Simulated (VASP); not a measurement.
Wanted: the native input for a VASP 6.6.1 run.

| Item | Value |
| --- | --- |
| Task | relaxation of cell and atoms |
| Functional | PBE |
| Potentials or basis | VASP PAW PBE potentials, release 64 (Ni, Si) |
| Cutoff | 600 eV |
| k mesh | 15 × 15 × 15 |
| Occupations | fermi-dirac, width 0.1 eV |
| Spin | no spin polarisation |
| Dipole correction | no |
| Further INCAR settings | ALGO = Normal; EDIFF = 1e-07; IBRION = 2; EDIFFG = -0.005; NSW = 60; ISIF = 3 |

The structure of SiNi (CsCl type) lies in POSCAR:

```
SiNi
1.0
    2.7144176166      0.0000000000      0.0000000000
    0.0000000000      2.7144176166      0.0000000000
    0.0000000000      0.0000000000      2.7144176166
Ni Si
1 1
Direct
    0.0000000000      0.0000000000      0.0000000000
    0.5000000000      0.5000000000      0.5000000000
```

These files were run (other wordings do the same):

INCAR

```
ALGO = Normal ; EDIFF = 1E-7
EDIFFG = -0.005 ; ENCUT = 600
GGA = PE ; IBRION = 2
ISIF = 3 ; ISMEAR = -1
LASPH = T ; LCHARG = F
LREAL = F ; LWAVE = F
NELM = 60 ; NSW = 60
PREC = Accurate ; SIGMA = 0.1
```

KPOINTS

```
k-points
0
Gamma
  15 15 15
```

Potentials or basis: VASP PAW PBE potentials, release 64 (Ni, Si).

Run with:

```bash
$ cat potpaw_PBE.64/Ni/POTCAR potpaw_PBE.64/Si/POTCAR > POTCAR
$ mpirun -np 1 vasp_std > vasp.out
```

Results of the run:

The relaxed volume is 11.44 Å³/atom. The relaxed cell is a = 2.839 Å, b = 2.839 Å, c = 2.839 Å, α = 90.00°, β = 90.00°, γ = 90.00°. The space group after relaxing (to 0.1 Å) is Pm-3m (No. 221), the energy gained by relaxing is 125.5 meV/atom and the ionic steps are 4. The pressure after relaxing is 0.0 GPa. The band gap on the k mesh is zero (bands 7 and 8 overlap by 3.19 eV).

Run time: 100 s on 1 thread of Intel Xeon 8259CL (shared host), peak memory 0.17 GiB.
